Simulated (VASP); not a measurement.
# Ru (P6_3/mmc) in VASP: a series of runs, part 2 of 2

VASP 6.6.1. Earlier steps stand in the parts before.

**3. Single point, PBE (volume scaled by 0.96, then relaxed in part)**

INCAR

```
SYSTEM = Ru
ALGO = Normal ; EDIFF = 1E-6
ENCUT = 500 ; GGA = PE
GGA_COMPAT = .False. ; ISIF = 2
ISMEAR = -1 ; LASPH = .True.
LCHARG = .True. ; LELF = .True.
LREAL = .False. ; LVHAR = .True.
LWAVE = .False. ; NBANDS = 21
NELM = 120 ; PREC = Accurate
SIGMA = 0.05
```

KPOINTS

```
k-points
0
Gamma
  20 20 11
  0 0 0
```

POSCAR

```
Ru
1.0
    2.6692306523      0.0000000000      0.0000000000
   -1.3346153262      2.3116215535      0.0000000000
    0.0000000000      0.0000000000      4.2240293924
Ru
2
Direct
    0.3333333333      0.6666666667      0.2500000000
    0.6666666667      0.3333333333      0.7500000000
```

Potentials or basis: VASP PAW PBE potentials, release 64 (Ru_pv).

Command:

```
> cat potpaw_PBE.64/Ru_pv/POTCAR > POTCAR
> mpirun -np 1 vasp_std > vasp.out
```

Run time: 3.4 min. Hardware: 1 thread of AMD EPYC 7R13, shared host; peak memory 0.19 GiB.

It converged, with:

```yaml
Free_energy: -18.3890 eV
Pressure: 19.5 GPa
Band_gap_on_the_k_mesh: zero (band 14 reaches 15.33 eV, above the bottom of band 15 at 11.88 eV)
```

Stress tensor (GPa, compression positive):
```
19.81  0.00  0.00
 0.00 19.81  0.00
 0.00  0.00 19.01
```

Levels at points of the mesh, in eV from the Fermi level:
```tsv
k point	band 12	band 13	band 14	band 15	band 16	band 17
(0.00, 0.00, 0.00)	-2.07	-2.07	-1.50	-1.50	1.23	1.23
(0.50, 0.00, 0.00)	-1.89	-1.63	1.50	1.94	2.03	4.27
```

**4. Single point, PBE (z stretched by -3 %, then relaxed in part)**

INCAR

```
SYSTEM = Ru
PREC = Accurate
ENCUT = 500
EDIFF = 1E-6
ISMEAR = -1
SIGMA = 0.05
LREAL = .False.
LASPH = .True.
NELM = 120
ALGO = Normal
ISIF = 2
LWAVE = .False.
LCHARG = .False.
GGA = PE
NBANDS = 21
GGA_COMPAT = .False.
```

KPOINTS

```
regular mesh
0
Gamma
  20 20 11
  0 0 0
```

POSCAR

```
Ru
1.0
    2.7058000000      0.0000000000      0.0000000000
   -1.3529000000      2.3432915376      0.0000000000
    0.0000000000      0.0000000000      4.1534430000
Ru
2
Direct
    0.3333333333      0.6666666667      0.2500000000
    0.6666666667      0.3333333333      0.7500000000
```

Command:

```
> cat potpaw_PBE.64/Ru_pv/POTCAR > POTCAR
> mpirun -np 1 vasp_std > vasp.out
```

It took 3.4 min on 1 thread of AMD EPYC 7R13, shared host; peak memory 0.19 GiB.

The run converged. Its results:

```
Free energy            : -18.3953 eV
Pressure               : 16.2 GPa
Band gap on the k mesh : zero (band 14 reaches 14.96 eV, above the bottom of band 15 at 11.65 eV)
```

Stress tensor (GPa, compression positive):
```
11.28  0.00  0.00
 0.00 11.28  0.00
 0.00  0.00 26.16
```

Levels at points of the mesh, in eV from the Fermi level:
```csv
k point,band 12,band 13,band 14,band 15,band 16,band 17
"(0.00, 0.00, 0.00)",-2.00,-2.00,-1.73,-1.73,1.20,1.20
"(0.50, 0.00, 0.00)",-1.98,-1.44,1.27,1.78,2.12,4.12
```

Caveat: the cell differs from its parent crystal (z stretched by -3 %, then relaxed in part).

**5. Single point, PBE (volume scaled by 1.02, then relaxed in part)**

INCAR

```
SYSTEM = Ru
PREC = Accurate ; ENCUT = 500
EDIFF = 1E-6 ; ISMEAR = -1
SIGMA = 0.05 ; LREAL = .False.
LASPH = .True. ; NELM = 120
ALGO = Normal ; ISIF = 2
LWAVE = .False. ; LCHARG = .False.
GGA = PE ; NBANDS = 21
GGA_COMPAT = .False.
```

KPOINTS is that of step 4.

POSCAR

```
Ru
1.0
    2.7237197275      0.0000000000      0.0000000000
   -1.3618598638      2.3588104768      0.0000000000
    0.0000000000      0.0000000000      4.3102577801
Ru
2
Direct
    0.3333333333      0.6666666667      0.2500000000
    0.6666666667      0.3333333333      0.7500000000
```

Potentials or basis: VASP PAW PBE potentials, release 64 (Ru_pv).

Command:

```
> cat potpaw_PBE.64/Ru_pv/POTCAR > POTCAR
> mpirun -np 1 vasp_std > vasp.out
```

OUTCAR:

```text
SYSTEM = Ru
   PREC = Accurate
   ENCUT = 500
   EDIFF = 1E-6
   ISMEAR = -1
   LREAL = .False.
   LASPH = .True.
   NELM = 120
   ISIF = 2
   GGA = PE

 ion  position               nearest neighbor table
   1  0.333  0.667  0.250-   2 2.67   2 2.67   2 2.67   2 2.67   2 2.67   2 2.67
   2  0.667  0.333  0.750-   1 2.67   1 2.67   1 2.67   1 2.67   1 2.67   1 2.67

  LATTYP: Found a hexagonal cell.
 ALAT       =     2.7237197275
 C/A-ratio  =     1.5824894671

  Lattice vectors:

[... 764 lines left out ...]

------------------------ aborting loop because EDIFF is reached ----------------------------------------

  FORCE on cell =-STRESS in cart. coord.  units (eV):
  Direction    XX          YY          ZZ          XY          YZ          ZX
  --------------------------------------------------------------------------------------
  -------------------------------------------------------------------------------------
  Total       -0.2159370     -0.2159370     -0.5376731      0.0000000      0.0000000      0.0000000
  in kB      -12.4933484    -12.4933484    -31.1078648      0.0000000      0.0000000      0.0000000
  external PRESSURE =     -18.6981872 kB  Pullay stress =       0.0000000 kB

 VOLUME and BASIS-vectors are now :
 -----------------------------------------------------------------------------
  energy-cutoff  :      500.00
  volume of cell :       27.69
      direct lattice vectors                 reciprocal lattice vectors
     2.723719727  0.000000000  0.000000000     0.367144971  0.211971248  0.000000000
    -1.361859864  2.358810477  0.000000000     0.000000000  0.423942496  0.000000000
     0.000000000  0.000000000  4.310257780     0.000000000  0.000000000  0.232004685

 POSITION                                       TOTAL-FORCE (eV/Angst)
 -----------------------------------------------------------------------------------
     -0.00000      1.57254      1.07756        -0.000000      0.000000      0.000000
      1.36186      0.78627      3.23269         0.000000     -0.000000      0.000000
 -----------------------------------------------------------------------------------
    total drift:                               -0.000000      0.000000     -0.000000

  FREE ENERGIE OF THE ION-ELECTRON SYSTEM (eV)
  ---------------------------------------------------
  free  energy   TOTEN  =       -18.4734501242 eV

  energy  without entropy=      -18.4592036477  energy(sigma->0) =      -18.46632689
```

stdout:

```text
POSCAR found type information on POSCAR Ru
 POSCAR found :  1 types and       2 ions
 scaLAPACK will be used
 LDA part: xc-table for (Slater+PW92), standard interpolation
 POSCAR, INCAR and KPOINTS ok, starting setup
 FFT: planning ... GRIDC
 FFT: planning ... GRID_SOFT
 FFT: planning ... GRID
 WAVECAR not read
 entering main loop
```

It took 3 min on 1 thread of AMD EPYC 7R13, shared host; peak memory 0.2 GiB.

What came out:

| Item | Value |
| --- | --- |
| Free energy | -18.4735 eV |
| Pressure | -1.9 GPa |
| Band gap on the k mesh | zero (band 14 reaches 14.04 eV, above the bottom of band 15 at 10.91 eV) |

Stress tensor (GPa, compression positive):
```
-1.25  0.00  0.00
 0.00 -1.25  0.00
 0.00  0.00 -3.11
```

**6. Summary**

```csv
task,cell,cutoff (eV),gap on the mesh (eV),pressure (GPa)
relaxation of the atoms,"atoms relaxed from a = 2.706, b = 2.706, c = 4.282 Å, angles 90.0, 90.0, 120.0°, 2 atoms",520,none,4.4
single point,"a = 2.669, b = 2.669, c = 4.224 Å, angles 90.0, 90.0, 120.0°, 2 atoms",500,none,19.5
single point,"a = 2.706, b = 2.706, c = 4.153 Å, angles 90.0, 90.0, 120.0°, 2 atoms",500,none,16.2
single point,"a = 2.724, b = 2.724, c = 4.310 Å, angles 90.0, 90.0, 120.0°, 2 atoms",500,none,-1.9
```

Alike in all rows: level PBE; potentials or basis VASP PAW PBE potentials, release 64 (Ru_pv); no spin polarisation; k mesh 20 × 20 × 11; smearing fermi-dirac 0.05 eV.

Caveats: the relaxation stopped at its first step, so nothing moved (some runs).

Total energies depend on the potentials used, so only differences within one code and one set of settings carry meaning.
